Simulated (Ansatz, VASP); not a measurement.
## Ti2NbC3 in VASP and in Ansatz

```
CELL_PARAMETERS angstrom
5.20234 0.00000 0.00000
-2.60117 4.50536 0.00000
0.00000 0.00000 2.94706
ATOMIC_POSITIONS crystal
Ti 0.66667 0.33333 0.00000
Ti 0.33333 0.66667 0.00000
Nb 0.00000 0.00000 0.00000
C 0.50000 0.00000 0.50000
C 0.50000 0.50000 0.50000
C 0.00000 0.50000 0.50000
```

Change from the starting cell: species swapped into the CeAl3Pd2 type (P6/mmm, No. 191).

Alike in both runs: task relaxation of cell and atoms; functional PBE; k mesh 6 × 6 × 6; occupations gaussian, width 0.1 eV; no spin polarisation.

```csv
,VASP,Ansatz
version,VASP 6.6.1,Ansatz 0.2.0
potentials or method,"VASP PAW PBE potentials, release 64 (Ti_sv, Nb_sv, C), cutoff 600 eV","scalar-relativistic, plane waves, PAW"
valence electrons in the cell,49,49
```

VASP gave:

| Quantity | Value |
| --- | --- |
| gap on the k mesh at the Fermi level, each at its own relaxed structure (eV) | none |
| relaxed volume (Å³/atom) | 11.56 |
| relaxed cell length with the largest relative difference (Å) | 2.917 |

Task: Which values does Ansatz return?

Result: gap on the k mesh at the Fermi level, each at its own relaxed structure (eV): none; relaxed volume (Å³/atom): 11.57; relaxed cell length with the largest relative difference (Å): 2.914.

A gap of «none» marks a metal or a gap that the smearing closes.
